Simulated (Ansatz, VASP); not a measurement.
## Two plane-wave programs on RhC

```xyz
4
Lattice="2.0924 -2.3081 0.0000 2.0924 2.3081 0.0000 0.0000 0.0000 5.3123" Properties=species:S:1:pos:R:3 pbc="T T T"
Rh    2.0924    0.0000    3.9612
Rh    2.0924    0.0000    1.3511
C     0.6814    0.0000    0.0000
C     3.5034    0.0000    0.0000
```

Alike in both runs: functional PBE; k mesh 6 × 6 × 6; occupations gaussian, width 0.1 eV; no spin polarisation.

Ansatz relaxed the structure, and its values are those at the end. VASP's run is a single point on that final structure, the one shown.

|  | VASP | Ansatz |
| --- | --- | --- |
| version | VASP 6.6.1 | Ansatz 0.2.0 |
| potentials or method | VASP PAW PBE potentials, release 64 (Rh_sv_GW, C), cutoff 700 eV | scalar-relativistic, plane waves, PAW |
| valence electrons in the cell | 42 | 42 |

VASP gave:

```
gap on the k mesh at the Fermi level (eV) : none
pressure (GPa)                            : -0.2
rms of the force components (eV/Å)        : 0.014
```

Task: Estimate Ansatz's values.

Result: gap on the k mesh at the Fermi level (eV): none; pressure (GPa): -0.1; rms of the force components (eV/Å): 0.003.

A gap of «none» marks a metal or a gap that the smearing closes.
